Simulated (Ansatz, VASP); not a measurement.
## HF: VASP beside Ansatz

```xyz
16
Lattice="7.0714 0.0000 0.0000 0.0000 7.0714 0.0000 0.0000 0.0000 7.0714" Properties=species:S:1:pos:R:3 pbc="T T T"
F     2.1416    3.9859    1.9814
F     3.4477    1.2060    4.8203
F     2.3746    3.1547    4.1000
F     3.8003    0.2444    7.0288
F     2.9418    4.6191    6.4505
F     2.9750    5.8910    4.2929
F     0.2615    2.0369    4.9809
F     2.2533    6.2571    1.4398
H     2.2446    4.9926    1.6959
H     3.0129    2.0857    4.4840
H     2.3164    3.6074    3.1067
H     3.5990    0.7669    6.2221
H     2.9680    5.0765    5.5991
H     3.1020    6.8535    4.3711
H     0.9440    2.6296    4.6905
H     2.8741    6.5984    0.7221
```

Alike in both runs: functional LDA; k mesh 1 × 1 × 1; occupations fermi-dirac, width 0.02 eV; no spin polarisation.

Ansatz relaxed the structure, and its values are those at the end. VASP's run is a single point on that final structure, the one shown.

|  | VASP | Ansatz |
| --- | --- | --- |
| version | VASP 6.6.1 | Ansatz 0.2.0 |
| potentials or method | VASP PAW LDA potentials, release 64 (F, H), cutoff 520 eV | scalar-relativistic, plane waves, PAW |
| valence electrons in the cell | 64 | 64 |

VASP gave:

- rms of the force components (eV/Å): 0.147

Q: What did Ansatz give for the same quantities?

A: rms of the force components (eV/Å): 0.085.

LDA's correlation is that of Perdew and Zunger in VASP and of Perdew and Wang (1992) in Ansatz. One of these differences is far larger than is usual between the two programs; its cause wasn't traced.
